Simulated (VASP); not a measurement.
# TiH2 (I4/mmm) in VASP: further runs

TiH2 is run at these levels: r2SCAN; tasks: single point, relaxation of cell and atoms.

Everything below comes from runs of VASP 6.6.1. Logs are shortened: lines on timing, memory, paths and dates and some standing lists are left out, and cuts for length are marked.

## Step 1: The cell of the first run

The structure is tetragonal, space group I4/mmm (No. 139). The conventional cell has a = 3.173 Å, b = 3.173 Å, c = 4.245 Å, α = 90.00°, β = 90.00°, γ = 90.00°. Within 2.5 Å of Ti (site symmetry 4/mmm) lie 8 H at 1.91 Å. Within 2.5 Å of H (site symmetry -4m2) lie 4 Ti at 1.91 Å and 6 H at 2.12 to 2.24 Å.

## Step 2: Single point, r2SCAN

Contents of POSCAR:

```
TiH2
1.0
   -1.5864808700      1.5864808700      2.1223510700
    1.5864808700     -1.5864808700      2.1223510700
    1.5864808700      1.5864808700     -2.1223510700
Ti H
1 2
Direct
    0.0000000000      0.0000000000      0.0000000000
    0.7500000000      0.2500000000      0.5000000000
    0.2500000000      0.7500000000      0.5000000000
```

Contents of INCAR.step1:

```
SYSTEM = TiH2
ALGO = Normal
EDIFF = 1E-4
ENCUT = 520
GGA = PE
ISMEAR = -1
LASPH = .TRUE.
LCHARG = .FALSE.
LREAL = .FALSE.
LWAVE = .TRUE.
NBANDS = 14
NELM = 60
PREC = Accurate
SIGMA = 0.1
```

Contents of INCAR.step2:

```
SYSTEM = TiH2
ALGO = Normal
EDIFF = 1E-6
ENCUT = 520
ISIF = 2
ISMEAR = -1
ISTART = 1
LASPH = .TRUE.
LCHARG = .TRUE.
LELF = .TRUE.
LMIXTAU = .TRUE.
LREAL = .FALSE.
LVHAR = .TRUE.
LWAVE = .FALSE.
METAGGA = R2SCAN
NBANDS = 14
NELM = 60
PREC = Accurate
SIGMA = 0.1
```

Contents of KPOINTS:

```
k-points
0
G
  13 13 13
  0 0 0
```

Potentials or basis: VASP PAW PBE potentials, release 64 (Ti_sv, H).

Started as:

```sh
$ cat potpaw_PBE.64/Ti_sv/POTCAR potpaw_PBE.64/H/POTCAR > POTCAR
$ cp INCAR.step1 INCAR
$ mpirun -np 1 vasp_std > vasp.out
$ cp INCAR.step2 INCAR
$ mpirun -np 1 vasp_std > vasp.out
```

OUTCAR:

```text
SYSTEM = TiH2
   EDIFF = 1E-6
   ENCUT = 520
   ISIF = 2
   ISMEAR = -1
   ISTART = 1
   LASPH = .TRUE.
   LREAL = .FALSE.
   METAGGA = R2SCAN
   NELM = 60
   PREC = Accurate

 ion  position               nearest neighbor table
   1  0.000  0.000  0.000-
   2  0.750  0.250  0.500-
   3  0.250  0.750  0.500-

  LATTYP: Found a body centered tetragonal cell.
 ALAT       =     3.1729617400
 C/A-ratio  =     1.3377728721

  Lattice vectors:

 A1 = (  -1.5864808700,   1.5864808700,   2.1223510700)
 A2 = (   1.5864808700,  -1.5864808700,   2.1223510700)
 A3 = (   1.5864808700,   1.5864808700,  -2.1223510700)

Analysis of symmetry for initial positions (statically):
=====================================================================
 Subroutine PRICEL returns:
 Original cell was already a primitive cell.

 Routine SETGRP: Setting up the symmetry group for a
 body centered tetragonal supercell.

 Subroutine GETGRP returns: Found 16 space group operations
 (whereof 16 operations were pure point group operations)
 out of a pool of 16 trial point group operations.

The static configuration has the point symmetry D_4h.

Analysis of symmetry for dynamics (positions and initial velocities):
=====================================================================
 Subroutine PRICEL returns:
 Original cell was already a primitive cell.

 Routine SETGRP: Setting up the symmetry group for a
 body centered tetragonal supercell.

 Subroutine GETGRP returns: Found 16 space group operations
 (whereof 16 operations were pure point group operations)
 out of a pool of 16 trial point group operations.

The dynamic configuration has the point symmetry D_4h.

 Subroutine INISYM returns: Found 16 space group operations
 (whereof 16 operations are pure point group operations),
 and found     1 'primitive' translations

----------------------------------------------------------------------------------------

                                     Primitive cell

  volume of cell :      21.3672

  direct lattice vectors                    reciprocal lattice vectors
    -1.586480870  1.586480870  2.122351070     0.000000000  0.315162956  0.235587791
     1.586480870 -1.586480870  2.122351070     0.315162956  0.000000000  0.235587791
     1.586480870  1.586480870 -2.122351070     0.315162956  0.315162956  0.000000000

  length of vectors
     3.088400422  3.088400422  3.088400422     0.393483539  0.393483539  0.445707726

  position of ions in fractional coordinates (direct lattice)
     0.000000000  0.000000000  0.000000000
     0.750000000  0.250000000  0.500000000
     0.250000000  0.750000000  0.500000000

  ion indices of the primitive-cell ions
   primitive index   ion index
                 1           1
                 2           2
                 3           3

----------------------------------------------------------------------------------------

 KPOINTS: k-points

Automatic generation of k-mesh.
 Grid dimensions read from file:
 generate k-points for:   13   13   13

 Generating k-lattice:

  Cartesian coordinates                     Fractional coordinates (reciprocal lattice)
     0.000000000  0.024243304  0.018122138     0.076923077  0.000000000  0.000000000
     0.024243304  0.000000000  0.018122138     0.000000000  0.076923077  0.000000000
     0.024243304  0.024243304  0.000000000     0.000000000  0.000000000  0.076923077

  Length of vectors
     0.030267965  0.030267965  0.034285210

  Shift w.r.t. Gamma in fractional coordinates (k-lattice)
     0.000000000  0.000000000  0.000000000

 Subroutine IBZKPT returns following result:
 ===========================================

 Found    196 irreducible k-points:

 Following reciprocal coordinates:
            Coordinates               Weight
  0.000000  0.000000  0.000000      1.000000
  0.076923  0.000000 -0.000000      8.000000
  0.153846 -0.000000  0.000000      8.000000
  0.230769  0.000000  0.000000      8.000000
  0.307692 -0.000000  0.000000      8.000000
  0.384615  0.000000 -0.000000      8.000000
[... 16 lines left out ...]
  0.384615  0.153846  0.000000     16.000000
  0.461538  0.153846  0.000000     16.000000
 [... further k-points ...]
   k-points           NKPTS =    196   k-points in BZ     NKDIM =    196   number of bands    NBANDS=     14
   number of dos      NEDOS =    301   number of ions     NIONS =      3
   total plane-waves  NPLWV =  13824
   dimension x,y,z NGX =    24 NGY =   24 NGZ =   24
   dimension x,y,z NGXF=    48 NGYF=   48 NGZF=   48
   ions per type =               1   2
   NGX,Y,Z   is equivalent  to a cutoff of  12.92, 12.92, 12.92 a.u.
   NGXF,Y,Z  is equivalent  to a cutoff of  25.84, 25.84, 25.84 a.u.
 SYSTEM =  TiH2
   PREC   = accura    normal or accurate (medium, high low for compatibility)
   ISTART =      1    job   : 0-new  1-cont  2-samecut
   ICHARG =      0    charge: 1-file 2-atom 10-const
   ISPIN  =      1    spin polarized calculation?
   LNONCOLLINEAR =      F non collinear calculations
   LSORBIT =      F    spin-orbit coupling
   LASPH  =      T    aspherical Exc in radial PAW
   ENCUT  =  520.0 eV  38.22 Ry    6.18 a.u.   5.74  5.74  5.74*2*pi/ulx,y,z
   NELM   =     60;   NELMIN=  2; NELMDL=  0     # of ELM steps
   EDIFF  = 0.1E-05   stopping-criterion for ELM
   LREAL  =      F    real-space projection
   EDIFFG = 0.1E-04   stopping-criterion for IOM
   NSW    =      0    number of steps for IOM
   IBRION =     -1    ionic relax: 0-MD 1-quasi-New 2-CG
   NFREE  =      0    steps in history (QN), initial steepest desc. (CG)
   ISIF   =      2    stress and relaxation
   ISYM   =      2    0-nonsym 1-usesym 2-fastsym
   POTIM  = 0.5000    time-step for ionic-motion
   TEBEG  =    0.0;   TEEND  =   0.0 temperature during run
   PSTRESS=    0.0 pullay stress
   NELECT =      14.0000    total number of electrons
   NUPDOWN=      -1.0000    fix difference up-down
   EMIN   =  10.00;   EMAX   =-10.00  energy-range for DOS
   EFERMI =   0.00;   METHOD = LEGACY
   ISMEAR =    -1;   SIGMA  =   0.10  broadening in eV -4-tet -1-fermi 0-gaus
   EFERMI_NEDOS =   21; number of points for ismear=-14 and -15
   IALGO  =     38    algorithm
   IMIX   =      4    mixing-type and parameters
     AMIX     =   0.40;   BMIX     =  1.00
     AMIX_MAG =   1.60;   BMIX_MAG =  1.00
  volume/ion in A,a.u.               =       7.12        48.06
  Fermi-wavevector in a.u.,A,eV,Ry     =   1.421898  2.686998 27.508189  2.021795
  Thomas-Fermi vector in A             =   2.542659
   LORBIT       =      0    0 simple, 1 ext, 2 COOP (PROOUT), +10 PAW based schemes
   METAGGA = R2SCAN    functional components
   LHFCALC =     F    Hartree Fock is set to
   AEXX    =    0.0000 exact exchange contribution
   IVDW    =     0    specifies the selected vdW correction
   LEPSILON=     F    determine dielectric tensor
   LRPA    =     F    only Hartree local field effects (RPA)
 non-spin polarized calculation
  energy-cutoff  :      520.00
  volume of cell :       21.37
 maximum number of plane-waves:       592
   NGX = 11   NGY = 11   NGZ = 11

 number of electron      13.9999998 magnetization

 Free energy of the ion-electron system (eV)
  ---------------------------------------------------
  ext. energy  EPLUGINS =         0.00000000
  ---------------------------------------------------
  free energy    TOTEN  =       -21.51025148 eV

  energy without entropy =      -21.46930996  energy(sigma->0) =      -21.48978072

 E-fermi :   8.0692     XC(G=0): -12.4306

 val. band max:        8.0661442852   @ k =   0.0000   0.0000   0.0000
 cond. band min:       8.0796374576   @ k =  -0.0769   0.3077   0.0769
 fundamental gap:      0.0134931724
 Fermi energy:         8.0691571977

 k-point     1 :       0.0000    0.0000    0.0000
  band No.  band energies     occupation
      1     -51.6356      2.00000
      2     -26.6580      2.00000
      3     -26.6580      2.00000
      4     -26.6456      2.00000
      5      -3.2369      2.00000
      6       7.6893      1.95619
      7       7.6893      1.95618
      8       8.0661      1.01506
      9       8.2765      0.22341
     10       9.4013      0.00000
     11       9.8752      0.00000
     12      22.9564      0.00000
     13      24.4817      0.00000
     14      24.4817      0.00000

 k-point     2 :       0.0769    0.0000   -0.0000
  band No.  band energies     occupation
      1     -51.6320      2.00000
      2     -26.6802      2.00000
      3     -26.6619      2.00000
      4     -26.6512      2.00000
      5      -3.0838      2.00000
      6       6.5417      2.00000
      7       7.7498      1.92122
      8       7.9951      1.35442
      9       9.3717      0.00000
     10       9.6604      0.00000
     11       9.8294      0.00000
     12      21.6512      0.00000
     13      24.5238      0.00000
     14      24.7804      0.00000

 k-point     3 :       0.1538   -0.0000    0.0000
  band No.  band energies     occupation
      1     -51.6220      2.00000
      2     -26.7494      2.00000
      3     -26.6727      2.00000
      4     -26.6582      2.00000
      5      -2.6425      2.00000
      6       5.2474      2.00000
      7       7.8823      1.73268
      8       8.1542      0.59875
      9       9.3426      0.00001
     10       9.7308      0.00000
     11      11.2103      0.00000
     12      19.8422      0.00000
     13      23.6829      0.00000
     14      24.5749      0.00000
[... 324 lines left out ...]
 k-point    23 :       0.3846    0.1538    0.0000
  band No.  band energies     occupation
      1     -51.5689      2.00000
      2     -27.0388      2.00000
      3     -26.7858      2.00000
      4     -26.7030      2.00000
      5       0.4426      2.00000
      6       2.2480      2.00000
      7       7.1707      1.99975
      8       8.4652      0.03739
      9      10.0789      0.00000
     10      10.9562      0.00000
     11      13.1394      0.00000
     12      15.9370      0.00000
     13      18.5182      0.00000
     14      22.2044      0.00000

 k-point    24 :       0.4615    0.1538    0.0000
  band No.  band energies     occupation
      1     -51.5670      2.00000
      2     -27.0514      2.00000
      3     -26.7807      2.00000
      4     -26.7118      2.00000
      5       0.5839      2.00000
      6       2.2064      2.00000
      7       7.0780      1.99990
      8       8.4455      0.04535
      9      10.3999      0.00000
     10      10.8138      0.00000
     11      12.9840      0.00000
     12      15.9345      0.00000
     13      18.4581      0.00000
     14      21.2803      0.00000

 [... further k-points ...]

------------------------ aborting loop because EDIFF is reached ----------------------------------------

  FORCE on cell =-STRESS in cart. coord.  units (eV):
  Direction    XX          YY          ZZ          XY          YZ          ZX
  --------------------------------------------------------------------------------------
  -------------------------------------------------------------------------------------
  Total        0.0517448      0.0517448      0.0498203      0.0000000      0.0000000      0.0000000
  in kB        3.8799880      3.8799880      3.7356860      0.0000000      0.0000000      0.0000000
  external PRESSURE =       3.8318873 kB  Pullay stress =       0.0000000 kB

 VOLUME and BASIS-vectors are now :
 -----------------------------------------------------------------------------
  energy-cutoff  :      520.00
  volume of cell :       21.37
      direct lattice vectors                 reciprocal lattice vectors
    -1.586480870  1.586480870  2.122351070     0.000000000  0.315162956  0.235587791
     1.586480870 -1.586480870  2.122351070     0.315162956  0.000000000  0.235587791
     1.586480870  1.586480870 -2.122351070     0.315162956  0.315162956  0.000000000

 POSITION                                       TOTAL-FORCE (eV/Angst)
 -----------------------------------------------------------------------------------
      0.00000      0.00000      0.00000        -0.000000      0.000000     -0.000000
      0.00000      1.58648      1.06118        -0.000000      0.000000     -0.000000
      1.58648      0.00000      1.06118         0.000000     -0.000000      0.000000
 -----------------------------------------------------------------------------------
    total drift:                                0.000000      0.000000      0.000000

  FREE ENERGIE OF THE ION-ELECTRON SYSTEM (eV)
  ---------------------------------------------------
  free  energy   TOTEN  =       -21.5102514795 eV

  energy  without entropy=      -21.4693099555  energy(sigma->0) =      -21.48978072
```

Wall time 4 min (1 thread of Intel Xeon 8259CL, shared host); peak memory 0.19 GiB.

What came out:

| Quantity | Value |
| --- | --- |
| Free energy | -21.5103 eV |
| Pressure | 0.4 GPa |
| Band gap on the k mesh | zero (bands 7 and 8 overlap by 0.71 eV) |

Caveat: the PAW data sets were made with another functional, which shifts forces and pressure a little.

(Part 1 of 2 ends here.)
